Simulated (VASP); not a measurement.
# NaI (series) (Fm-3m) in VASP: a series of runs, part 2 of 2

VASP 6.6.1. Earlier steps stand in the parts before.

**4. Single point, PBE**

The input, INCAR:

```
ALGO = Normal
EDIFF = 1E-6
ENCUT = 500
GGA = PE
GGA_COMPAT = F
ISIF = 2
ISMEAR = 0
LASPH = T
LCHARG = F
LREAL = F
LWAVE = F
NBANDS = 14
NELM = 120
PREC = Accurate
SIGMA = 0.02
```

The input, KPOINTS:

```
k-points
0
Gamma
  6 6 6
```

The input, POSCAR:

```
NaI
1.0
    0.0000000000      3.2364000000      3.2364000000
    3.2364000000      0.0000000000      3.2364000000
    3.2364000000      3.2364000000      0.0000000000
Na I
1 1
Direct
    0.0000000000      0.0000000000      0.0000000000
    0.5000000000      0.5000000000      0.5000000000
```

Potentials or basis: VASP PAW PBE potentials, release 64 (Na_pv, I).

Launch:

```
> cat potpaw_PBE.64/Na_pv/POTCAR potpaw_PBE.64/I/POTCAR > POTCAR
> mpirun -np 1 vasp_std > vasp.out
```

OUTCAR:

```text
EDIFF = 1E-6
   ENCUT = 500
   GGA = PE
   ISIF = 2
   ISMEAR = 0
   LASPH = T
   LREAL = F
   NELM = 120
   PREC = Accurate

 ion  position               nearest neighbor table
   1  0.000  0.000  0.000-
   2  0.500  0.500  0.500-

  LATTYP: Found a face centered cubic cell.
 ALAT       =     6.4728000000

  Lattice vectors:

 A1 = (   0.0000000000,   3.2364000000,   3.2364000000)
 A2 = (   3.2364000000,   0.0000000000,   3.2364000000)
 A3 = (   3.2364000000,   3.2364000000,   0.0000000000)

Analysis of symmetry for initial positions (statically):
=====================================================================
 Subroutine PRICEL returns:
 Original cell was already a primitive cell.

 Routine SETGRP: Setting up the symmetry group for a
 face centered cubic supercell.

 Subroutine GETGRP returns: Found 48 space group operations
 (whereof 48 operations were pure point group operations)
 out of a pool of 48 trial point group operations.

The static configuration has the point symmetry O_h .

Analysis of symmetry for dynamics (positions and initial velocities):
=====================================================================
 Subroutine PRICEL returns:
 Original cell was already a primitive cell.

 Routine SETGRP: Setting up the symmetry group for a
 face centered cubic supercell.

 Subroutine GETGRP returns: Found 48 space group operations
 (whereof 48 operations were pure point group operations)
 out of a pool of 48 trial point group operations.

The dynamic configuration has the point symmetry O_h .

 Subroutine INISYM returns: Found 48 space group operations
 (whereof 48 operations are pure point group operations),
 and found     1 'primitive' translations

----------------------------------------------------------------------------------------

                                     Primitive cell

  volume of cell :      67.7980

  direct lattice vectors                    reciprocal lattice vectors
     0.000000000  3.236400000  3.236400000    -0.154492646  0.154492646  0.154492646
     3.236400000  0.000000000  3.236400000     0.154492646 -0.154492646  0.154492646
     3.236400000  3.236400000  0.000000000     0.154492646  0.154492646 -0.154492646

  length of vectors
     4.576960773  4.576960773  4.576960773     0.267589113  0.267589113  0.267589113

  position of ions in fractional coordinates (direct lattice)
     0.000000000  0.000000000  0.000000000
     0.500000000  0.500000000  0.500000000

  ion indices of the primitive-cell ions
   primitive index   ion index
                 1           1
                 2           2

----------------------------------------------------------------------------------------

 KPOINTS: k-points

Automatic generation of k-mesh.
 Grid dimensions read from file:
 generate k-points for:    6    6    6

 Generating k-lattice:

  Cartesian coordinates                     Fractional coordinates (reciprocal lattice)
    -0.025748774  0.025748774  0.025748774     0.166666667  0.000000000  0.000000000
     0.025748774 -0.025748774  0.025748774     0.000000000  0.166666667  0.000000000
     0.025748774  0.025748774 -0.025748774     0.000000000  0.000000000  0.166666667

  Length of vectors
     0.044598185  0.044598185  0.044598185

  Shift w.r.t. Gamma in fractional coordinates (k-lattice)
     0.000000000  0.000000000  0.000000000

 Subroutine IBZKPT returns following result:
 ===========================================

 Found     16 irreducible k-points:

 Following reciprocal coordinates:
            Coordinates               Weight
  0.000000  0.000000  0.000000      1.000000
  0.166667  0.000000  0.000000      8.000000
  0.333333  0.000000  0.000000      8.000000
  0.500000  0.000000  0.000000      4.000000
  0.166667  0.166667  0.000000      6.000000
  0.333333  0.166667  0.000000     24.000000
[... 8 lines left out ...]
 -0.333333  0.333333  0.166667     24.000000
 -0.333333  0.500000  0.166667     12.000000
   k-points           NKPTS =     16   k-points in BZ     NKDIM =     16   number of bands    NBANDS=     14
   number of dos      NEDOS =    301   number of ions     NIONS =      2
   total plane-waves  NPLWV =  46656
   dimension x,y,z NGX =    36 NGY =   36 NGZ =   36
   dimension x,y,z NGXF=    72 NGYF=   72 NGZF=   72
   ions per type =               1   1
   NGX,Y,Z   is equivalent  to a cutoff of  13.08, 13.08, 13.08 a.u.
   NGXF,Y,Z  is equivalent  to a cutoff of  26.15, 26.15, 26.15 a.u.
 SYSTEM =  unknown system
   PREC   = accura    normal or accurate (medium, high low for compatibility)
   ISTART =      0    job   : 0-new  1-cont  2-samecut
   ICHARG =      2    charge: 1-file 2-atom 10-const
   ISPIN  =      1    spin polarized calculation?
   LNONCOLLINEAR =      F non collinear calculations
   LSORBIT =      F    spin-orbit coupling
   LASPH  =      T    aspherical Exc in radial PAW
   ENCUT  =  500.0 eV  36.75 Ry    6.06 a.u.   8.34  8.34  8.34*2*pi/ulx,y,z
   NELM   =    120;   NELMIN=  2; NELMDL= -5     # of ELM steps
   EDIFF  = 0.1E-05   stopping-criterion for ELM
   LREAL  =      F    real-space projection
   EDIFFG = 0.1E-04   stopping-criterion for IOM
   NSW    =      0    number of steps for IOM
   IBRION =     -1    ionic relax: 0-MD 1-quasi-New 2-CG
   NFREE  =      0    steps in history (QN), initial steepest desc. (CG)
   ISIF   =      2    stress and relaxation
   ISYM   =      2    0-nonsym 1-usesym 2-fastsym
   POTIM  = 0.5000    time-step for ionic-motion
   TEBEG  =    0.0;   TEEND  =   0.0 temperature during run
   PSTRESS=    0.0 pullay stress
   NELECT =      14.0000    total number of electrons
   NUPDOWN=      -1.0000    fix difference up-down
   EMIN   =  10.00;   EMAX   =-10.00  energy-range for DOS
   EFERMI =   0.00;   METHOD = LEGACY
   ISMEAR =     0;   SIGMA  =   0.02  broadening in eV -4-tet -1-fermi 0-gaus
   EFERMI_NEDOS =   21; number of points for ismear=-14 and -15
   IALGO  =     38    algorithm
   IMIX   =      4    mixing-type and parameters
     AMIX     =   0.40;   BMIX     =  1.00
     AMIX_MAG =   1.60;   BMIX_MAG =  1.00
  volume/ion in A,a.u.               =      33.90       228.76
  Fermi-wavevector in a.u.,A,eV,Ry     =   0.967636  1.828567 12.739397  0.936319
  Thomas-Fermi vector in A             =   2.097538
   LORBIT       =      0    0 simple, 1 ext, 2 COOP (PROOUT), +10 PAW based schemes
   GGA     = PE    functional components
   LHFCALC =     F    Hartree Fock is set to
   AEXX    =    0.0000 exact exchange contribution
   IVDW    =     0    specifies the selected vdW correction
   LEPSILON=     F    determine dielectric tensor
   LRPA    =     F    only Hartree local field effects (RPA)
 non-spin polarized calculation
 Gauss-broadening in eV      SIGMA  =   0.02
  energy-cutoff  :      500.00
  volume of cell :       67.80
 maximum number of plane-waves:      1759
 NGX is ok and might be reduce to    36
   NGX = 17   NGY = 17   NGZ = 17

 number of electron      13.9999993 magnetization

 Free energy of the ion-electron system (eV)
  ---------------------------------------------------
  ext. energy  EPLUGINS =         0.00000000
  ---------------------------------------------------
  free energy    TOTEN  =        -5.38488147 eV

  energy without entropy =       -5.38488147  energy(sigma->0) =       -5.38488147

 E-fermi :   1.0041     XC(G=0):  -7.7049

 val. band max:        0.8065394705   @ k =   0.0000   0.0000   0.0000
 cond. band min:       4.4469058816   @ k =   0.0000   0.0000   0.0000
 fundamental gap:      3.6403664111
 Fermi energy:         1.0041336078

 k-point     1 :       0.0000    0.0000    0.0000
  band No.  band energies     occupation
      1     -21.6330      2.00000
      2     -21.6330      2.00000
      3     -21.6330      2.00000
      4     -10.2110      2.00000
      5       0.8065      2.00000
      6       0.8065      2.00000
      7       0.8065      2.00000
      8       4.4469      0.00000
      9       8.7362      0.00000
     10       8.7362      0.00000
     11       8.7362      0.00000
     12      10.5544      0.00000
     13      10.5544      0.00000
     14      11.2414      0.00000
[... 241 lines left out ...]
      1     -21.6364      2.00000
      2     -21.6353      2.00000
      3     -21.6348      2.00000
      4      -9.8138      2.00000
      5      -0.8611      2.00000
      6      -0.2969      2.00000
      7      -0.0805      2.00000
      8       6.1614      0.00000
      9       7.3059      0.00000
     10       9.3703      0.00000
     11       9.4297      0.00000
     12      12.4159      0.00000
     13      13.2605      0.00000
     14      13.4338      0.00000

------------------------ aborting loop because EDIFF is reached ----------------------------------------

  FORCE on cell =-STRESS in cart. coord.  units (eV):
  Direction    XX          YY          ZZ          XY          YZ          ZX
  --------------------------------------------------------------------------------------
  -------------------------------------------------------------------------------------
  Total        0.1843170      0.1843170      0.1843170      0.0000000      0.0000000     -0.0000000
  in kB        4.3557139      4.3557139      4.3557139      0.0000000      0.0000000     -0.0000000
  external PRESSURE =       4.3557139 kB  Pullay stress =       0.0000000 kB

 VOLUME and BASIS-vectors are now :
 -----------------------------------------------------------------------------
  energy-cutoff  :      500.00
  volume of cell :       67.80
      direct lattice vectors                 reciprocal lattice vectors
     0.000000000  3.236400000  3.236400000    -0.154492646  0.154492646  0.154492646
     3.236400000  0.000000000  3.236400000     0.154492646 -0.154492646  0.154492646
     3.236400000  3.236400000  0.000000000     0.154492646  0.154492646 -0.154492646

 POSITION                                       TOTAL-FORCE (eV/Angst)
 -----------------------------------------------------------------------------------
      0.00000      0.00000      0.00000        -0.000000     -0.000000     -0.000000
      3.23640      3.23640      3.23640         0.000000      0.000000      0.000000
 -----------------------------------------------------------------------------------
    total drift:                                0.000000      0.000000      0.000000

  FREE ENERGIE OF THE ION-ELECTRON SYSTEM (eV)
  ---------------------------------------------------
  free  energy   TOTEN  =        -5.3848814741 eV

  energy  without entropy=       -5.3848814741  energy(sigma->0) =       -5.38488147
```

Run time: 35 s. Hardware: 1 thread of AMD EPYC 7R13, shared host; peak memory 0.17 GiB.

Results:

```yaml
Free_energy: -5.3849 eV
Pressure: 0.4 GPa
Band_gap_on_the_k_mesh: 3.64 eV, direct
```

Caveat: spin-orbit coupling is left out, which moves the levels of the heavy elements.

**5. Overview**

| k mesh | gap on the mesh (eV) | pressure (GPa) |
| --- | --- | --- |
| 2 × 2 × 2 | 3.57 | 2.7 |
| 4 × 4 × 4 | 3.64 | 0.5 |
| 6 × 6 × 6 | 3.64 | 0.4 |

Alike in all rows: task single point; level PBE; potentials or basis VASP PAW PBE potentials, release 64 (Na_pv, I); no spin polarisation; cell as given; cutoff (eV) 500; smearing gaussian 0.02 eV.

Caveats: some runs use coarse meshes; spin-orbit coupling is left out, which moves the levels of the heavy elements.

Absolute energies hang on the potentials; compare differences alone.
